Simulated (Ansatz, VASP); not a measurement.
**Two plane-wave programs on Al2Au**

```
Al Au
1.0
     0.00000    2.89569    2.89569
     2.89569    0.00000    2.89569
     2.89569    2.89569    0.00000
Al Au
2 1
Direct
  0.25000 0.25000 0.25000
  0.75000 0.75000 0.75000
  0.00000 0.00000 0.00000
```

Alike in both runs: task single point; functional PBE; k mesh 12 × 12 × 12; occupations gaussian, width 0.1 eV; no spin polarisation.

```csv
,VASP,Ansatz
version,VASP 6.6.1,Ansatz 0.2.0
potentials or method,"VASP PAW PBE potentials, release 64 (Al, Au), cutoff 520 eV","scalar-relativistic, plane waves, PAW"
valence electrons in the cell,17,25
```

Ansatz gave:

| Item | Value |
| --- | --- |
| gap on the k mesh at the Fermi level (eV) | none |
| pressure (GPa) | 19.8 |

Q: Estimate VASP's values.

A: gap on the k mesh at the Fermi level (eV): none; pressure (GPa): 19.4.

A gap of «none» marks a metal or a gap that the smearing closes. VASP's potentials hold 17 valence electrons a cell and Ansatz's 25, so a difference there can come from the potentials and not from the codes.

Neither program's run includes spin-orbit coupling.
